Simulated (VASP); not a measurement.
Wanted: the native input for a VASP 6.6.1 run.

| Quantity | Value |
| --- | --- |
| Task | single point |
| Functional | PBEsol |
| Potentials or basis | VASP PAW PBE potentials, release 64 (Cu, Au) |
| Cutoff | 520 eV |
| k mesh | 14 × 14 × 14 |
| Occupations | gaussian, width 0.1 eV |
| Spin | no spin polarisation |
| Dipole correction | no |
| Further INCAR settings | ALGO = Fast; EDIFF = 1e-06; NBANDS = 30 |

The structure of CuAu3 lies in POSCAR:

```
CuAu3
1.0
    4.1332218187      0.0000000000      0.0000000000
    0.0000000000      4.1332218187      0.0000000000
    0.0000000000      0.0000000000      3.8788697068
Cu Au
1 3
Direct
    0.0000000000      0.0000000000      0.0000000000
    0.0000000000      0.5000000000      0.5000000000
    0.5000000000      0.0000000000      0.5000000000
    0.5000000000      0.5000000000      0.0000000000
```

This cell differs from its parent crystal: biaxial strain in the a-b plane: +4.0 %.

One way to write it, as run:

INCAR

```
  PREC = Accurate
  ENCUT = 520
  EDIFF = 1E-6
  ISMEAR = 0
  SIGMA = 0.1
  LREAL = F
  LASPH = T
  NELM = 80
  ALGO = Fast
  ISIF = 2
  LWAVE = F
  LCHARG = F
  GGA = PS
  NBANDS = 30
```

KPOINTS

```
regular mesh
0
Gamma
  14 14 14
```

Potentials or basis: VASP PAW PBE potentials, release 64 (Cu, Au).

Command:

```console
$ cat potpaw_PBE.64/Cu/POTCAR potpaw_PBE.64/Au/POTCAR > POTCAR
$ mpirun -np 1 vasp_std > vasp.out
```

It gave:

```json
{
  "Pressure": "-7.9 GPa",
  "Band gap on the k mesh": "zero (bands 22 and 23 overlap by 1.89 eV)"
}
```

Caveat: the cell differs from its parent crystal (biaxial strain in the a-b plane: +4.0 %); the cell stands under tension; the PAW data sets were made with another functional, which shifts forces and pressure a little; spin-orbit coupling is left out, which moves the levels of the heavy elements.

Wall time 16 min on 1 thread of Oxide Virtual Turin-like Processor, with other jobs on the host, peak memory 0.53 GiB.
